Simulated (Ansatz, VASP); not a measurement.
# Two plane-wave programs on SrTiO3

```xyz
5
Lattice="3.8914 0.0000 0.0000 0.0000 3.8914 0.0000 0.0000 0.0000 3.8914" Properties=species:S:1:pos:R:3 pbc="T T T"
Sr   -0.1803    0.0000    0.0000
Ti    2.3140    1.9457    1.9457
O    -0.0529    1.9457    1.9457
O     1.9149    0.0000    1.9457
O     1.9149    1.9457    0.0000
```

Change from the starting cell: mode 1 frozen in at -0.124 Å and mode 7 at +0.299 Å (largest displacements).

Alike in both runs: task single point; functional PBEsol; k mesh 8 × 8 × 8; occupations gaussian, width 0.05 eV; no spin polarisation.

|  | VASP | Ansatz |
| --- | --- | --- |
| version | VASP 6.6.1 | Ansatz 0.2.0 |
| potentials or method | VASP PAW PBE potentials, release 64 (Sr_sv, Ti_sv, O), cutoff 520 eV | scalar-relativistic, plane waves, PAW |
| valence electrons in the cell | 40 | 40 |

```csv
,VASP,Ansatz,Ansatz less VASP
gap on the k mesh at the Fermi level (eV),1.85,1.90,+0.050
least direct gap on the mesh (eV),2.57,2.61,+0.040
pressure (GPa),19.0,17.6,-1.42
"traceless stress, the component that is largest in VASP (GPa)",27.35,25.29,-2.058
rms of the force components (eV/Å),4.577,4.278,-0.2990
```

VASP's potentials were made for PBE, not for PBEsol, and Ansatz warns of the same on its side. Atom by atom the forces differ by 0.302 eV/Å (rms over components).
